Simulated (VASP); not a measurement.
## Pt: single point with r2SCAN

Pt:

```
CELL_PARAMETERS angstrom
2.59789 0.00000 0.00000
-1.29894 2.24984 0.00000
0.00000 0.00000 5.41148
ATOMIC_POSITIONS crystal
Pt 0.66667 0.33333 0.75000
Pt 0.33333 0.66667 0.25000
```

This isn't the form of Pt at room conditions, which is fcc.

This cell differs from its parent crystal: ratio of the length along z to the lengths across it x 1.2, volume and fractional coordinates fixed.

```
Program                : VASP 6.6.1
Task                   : single point
Functional             : r2SCAN
Potentials or basis    : VASP PAW PBE potentials, release 64 (Pt)
Cutoff                 : 520 eV
k mesh                 : 24 × 24 × 12
Occupations            : gaussian, width 0.15 eV
Spin                   : no spin polarisation
Dipole correction      : no
Further INCAR settings : ALGO = Normal; EDIFF = 1e-06; NBANDS = 17
```

| Item | Value |
| --- | --- |
| Pressure | 11.5 GPa |
| Band gap on the k mesh | zero (bands 10 and 11 overlap by 2.13 eV) |

Stress tensor (GPa, compression positive):
```
 25.56   0.00   0.00
  0.00  25.56   0.00
  0.00   0.00 -16.76
```

Levels at points of the mesh, in eV from the Fermi level:
| k point | band 6 | band 7 | band 8 | band 9 | band 10 | band 11 | band 12 | band 13 | band 14 | band 15 |
| --- | --- | --- | --- | --- | --- | --- | --- | --- | --- | --- |
| (0.00, 0.00, 0.00) | -3.56 | -3.56 | -1.37 | -0.70 | -0.70 | 0.02 | 0.02 | 2.61 | 12.96 | 17.08 |
| (0.50, 0.00, 0.00) | -2.04 | -1.69 | -0.42 | 1.33 | 1.38 | 2.70 | 4.29 | 8.30 | 8.40 | 10.35 |
| (0.00, 0.00, 0.50) | -3.65 | -3.65 | -3.65 | -0.31 | -0.31 | -0.31 | -0.31 | 8.64 | 8.64 | 17.39 |
| (0.50, 0.00, 0.50) | -1.30 | -0.88 | -0.88 | 1.36 | 1.36 | 2.11 | 2.11 | 8.11 | 8.11 | 12.87 |

Run time: 16 min on 1 thread of Intel Xeon 8259CL, with other jobs on the host, peak memory 0.31 GiB.

Caveat: the cell stands under pressure; the PAW data sets were made with another functional, which shifts forces and pressure a little; spin-orbit coupling is left out, which moves the levels of the heavy elements.
